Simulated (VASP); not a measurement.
Here is a VASP 6.6.1 calculation.

The input INCAR:

```
SYSTEM = AlRu
PREC = Accurate ; ENCUT = 520
EDIFF = 1E-8 ; ISMEAR = 0
SIGMA = 0.1 ; LREAL = .False.
LASPH = .True. ; NELM = 80
ALGO = Normal ; ISIF = 2
LWAVE = .False. ; LCHARG = .False.
GGA = PE ; IBRION = 8
NSW = 1
```

File KPOINTS:

```
Automatic mesh
0
Gamma
  16 16 16
  0 0 0
```

POSCAR

```
AlRu
1.0
    3.0040345960      0.0000000000      0.0000000000
    0.0000000000      3.0040345960      0.0000000000
    0.0000000000      0.0000000000      3.0040345960
Ru Al
1 1
Direct
    0.0000000000      0.0000000000      0.0000000000
    0.5000000000      0.5000000000      0.5000000000
```

Potentials or basis: VASP PAW PBE potentials, release 64 (Ru_pv, Al).

Command:

```bash
$ cat potpaw_PBE.64/Ru_pv/POTCAR potpaw_PBE.64/Al/POTCAR > POTCAR
$ mpirun -np 1 vasp_std > vasp.out
```

Q: What does it give for the highest phonon frequency at Γ?

A: 309 cm⁻¹.

Phonon frequencies in cm⁻¹ (negative: imaginary):
```
              q point        frequencies
(0.000, 0.000, 0.000)  0 0 0 309 309 309
```
